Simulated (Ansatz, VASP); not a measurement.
One calculation of RuCl2, two programs

```
Ru Cl
1.0
     3.46386    0.00000    0.00000
    -1.73193    2.99979    0.00000
     0.00000    0.00000   14.06070
Ru Cl
2 4
Direct
  0.33333 0.66667 0.25000
  0.66667 0.33333 0.75000
  0.33333 0.66667 0.63272
  0.66667 0.33333 0.13272
  0.33333 0.66667 0.86728
  0.66667 0.33333 0.36728
```

Change from the starting cell: species swapped into the Te2Mo type (P6_3/mmc, No. 194).

Alike in both runs: functional PBE; k mesh 6 × 6 × 2; occupations gaussian, width 0.1 eV; collinear spin.

Ansatz relaxed the structure, and its values are those at the end. VASP's run is a single point on that final structure, the one shown.

|  | VASP | Ansatz |
| --- | --- | --- |
| version | VASP 6.6.1 | Ansatz 0.2.0 |
| potentials or method | VASP PAW PBE potentials, release 64 (Ru_pv, Cl), cutoff 520 eV | scalar-relativistic, plane waves, PAW |
| valence electrons in the cell | 56 | 60 |

|  | VASP | Ansatz | Ansatz less VASP |
| --- | --- | --- | --- |
| gap on the k mesh at the Fermi level (eV) | 0.40 | 0.40 | -0.001 |
| least direct gap on the mesh (eV) | 0.53 | 0.53 | +0.002 |
| pressure (GPa) | 0.0 | 0.1 | +0.10 |
| rms of the force components (eV/Å) | 0.007 | 0.006 | -0.0004 |
| net moment per atom (μB) | 1.33 | 1.33 | 0.000 |
| size of the moment on the site where the two differ most (μB) | 3.11 | 2.94 | -0.170 |

Site moments also hang on the region over which each program counts them. VASP's potentials hold 56 valence electrons a cell and Ansatz's 60, so a difference there can come from the potentials and not from the codes.
